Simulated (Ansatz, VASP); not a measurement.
MgO in VASP and in Ansatz

```xyz
2
Lattice="0.0062 2.1014 2.1014 2.1014 0.0062 2.1014 2.1014 2.1014 0.0062" Properties=species:S:1:pos:R:3 pbc="T T T"
Mg    0.0000    0.0000    0.0000
O     2.1046    2.1046    2.1046
```

Change from the starting cell: epitaxial_111 strain -0.3%.

Alike in both runs: task single point; functional HSE06; k mesh 8 × 8 × 8; no spin polarisation.

|  | VASP | Ansatz |
| --- | --- | --- |
| version | VASP 6.6.1 | Ansatz 0.2.0 |
| potentials or method | VASP PAW PBE potentials, release 64 (Mg, O) | plane waves, PAW |
| plane-wave cutoff (eV) | 520 | 420 |
| occupations | gaussian, width 0.01 eV | fixed |
| valence electrons in the cell | 8 | 16 |

VASP gave:

* gap on the k mesh at the Fermi level (eV): 6.54
* pressure (GPa): 0.3
* traceless stress, the component that is largest in VASP (GPa): -0.47

Question: Estimate Ansatz's values.

Answer: gap on the k mesh at the Fermi level (eV): 6.59; pressure (GPa): 0.6; traceless stress, the component that is largest in VASP (GPa): -0.47.

VASP's potentials hold 8 valence electrons a cell and Ansatz's 16, so a difference there can come from the potentials and not from the codes. Ansatz's warnings: stress exchange threshold loose, stress scf threshold loose.
